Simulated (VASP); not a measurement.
Set up this calculation in VASP 6.6.1, as the native input.

| Quantity | Value |
| --- | --- |
| Task | single point |
| Functional | r2SCAN |
| Potentials or basis | VASP PAW PBE potentials, release 64 (Li_sv, F) |
| Cutoff | 520 eV |
| k mesh | 10 × 10 × 10 |
| Occupations | gaussian, width 0.02 eV |
| Spin | no spin polarisation |
| Dipole correction | no |
| Further INCAR settings | ALGO = Normal; EDIFF = 1e-06; NBANDS = 12 |

The system is LiF.

```
CELL_PARAMETERS angstrom
0.00000 1.99490 1.99490
1.99490 0.00000 1.99490
1.99490 1.99490 0.00000
ATOMIC_POSITIONS crystal
Li 0.00000 0.00000 0.00000
F 0.50000 0.50000 0.50000
```

The input as run:

POSCAR

```
LiF
1.0
    0.0000000000      1.9948986626      1.9948986626
    1.9948986626      0.0000000000      1.9948986626
    1.9948986626      1.9948986626      0.0000000000
Li F
1 1
Direct
    0.0000000000      0.0000000000      0.0000000000
    0.5000000000      0.5000000000      0.5000000000
```

INCAR.step1

```
PREC = Accurate
ENCUT = 520
ISMEAR = 0
SIGMA = 0.02
LREAL = False
LASPH = True
NELM = 60
NBANDS = 12
GGA = PE
ALGO = Normal
EDIFF = 1E-4
LWAVE = True
LCHARG = False
```

INCAR.step2

```
PREC = Accurate
ENCUT = 520
EDIFF = 1E-6
ISMEAR = 0
SIGMA = 0.02
LREAL = False
LASPH = True
NELM = 60
ALGO = Normal
ISIF = 2
LWAVE = False
LCHARG = True
METAGGA = R2SCAN
LMIXTAU = True
LELF = True
LVHAR = True
NBANDS = 12
ISTART = 1
```

KPOINTS

```
Automatic mesh
0
Gamma
  10 10 10
```

Potentials or basis: VASP PAW PBE potentials, release 64 (Li_sv, F).

Command:

```console
$ cat potpaw_PBE.64/Li_sv/POTCAR potpaw_PBE.64/F/POTCAR > POTCAR
$ cp INCAR.step1 INCAR
$ mpirun -np 1 vasp_std > vasp.out
$ cp INCAR.step2 INCAR
$ mpirun -np 1 vasp_std > vasp.out
```

It gave:

| Quantity | Value |
| --- | --- |
| Band gap on the k mesh | 10.55 eV, direct |

It took 19 s on 1 thread of Intel(R) Xeon(R) Platinum 8488C (Sapphire Rapids), on a shared host, peak memory 0.13 GiB.
